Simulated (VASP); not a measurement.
Set up this calculation in VASP 6.6.1, as the native input.

```
Task                   : single point
Functional             : PBE
Potentials or basis    : VASP PAW PBE potentials, release 64 (Co, Sn_d)
Cutoff                 : 520 eV
k mesh                 : 12 × 12 × 12
Occupations            : gaussian, width 0.15 eV
Spin                   : no spin polarisation
Dipole correction      : no
Further INCAR settings : ALGO = Fast; EDIFF = 1e-06; NBANDS = 44
```

The structure of CoSn lies in POSCAR:

```
CoSn
1.0
    4.9842773174      0.0000000000      0.0000000000
   -2.4921386587      4.3165107764      0.0000000000
    0.0000000000      0.0000000000      4.7770237364
Co Sn
3 3
Direct
    0.0000000000      0.5000000000      0.0000000000
    0.5000000000      0.5000000000      0.0000000000
    0.5000000000      0.0000000000      0.0000000000
    0.6666666667      0.3333333333      0.5000000000
    0.3333333333      0.6666666667      0.5000000000
    0.0000000000      0.0000000000      0.0000000000
```

This cell differs from its parent crystal: ratio of the length along z to the lengths across it x 1.2, volume and fractional coordinates fixed.

One way to write it, as run:

INCAR

```
PREC     = Accurate       # precision mode
ENCUT    = 520            # plane-wave cutoff, eV
EDIFF    = 1E-6           # SCF threshold, eV
ISMEAR   = 0              # smearing method
SIGMA    = 0.15           # smearing width, eV
LREAL    = False          # projectors in reciprocal space
LASPH    = True           # aspherical terms in the spheres
NELM     = 80             # most SCF steps
ALGO     = Fast           # electronic algorithm
ISIF     = 2              # what is computed and relaxed
LWAVE    = False          # write WAVECAR
LCHARG   = True           # write CHGCAR
GGA      = PE             # functional
LELF     = True           # ELF
LVHAR    = True         
NBANDS   = 44             # bands
```

KPOINTS

```
Automatic mesh
0
Gamma
  12 12 12
```

Potentials or basis: VASP PAW PBE potentials, release 64 (Co, Sn_d).

Command:

```bash
$ cat potpaw_PBE.64/Co/POTCAR potpaw_PBE.64/Sn_d/POTCAR > POTCAR
$ mpirun -np 1 vasp_std > vasp.out
```

It gave:

```
Pressure : 5.2 GPa
```

It took 14 min on 1 thread of Oxide Virtual Turin-like Processor, with other jobs on the host, peak memory 0.54 GiB.
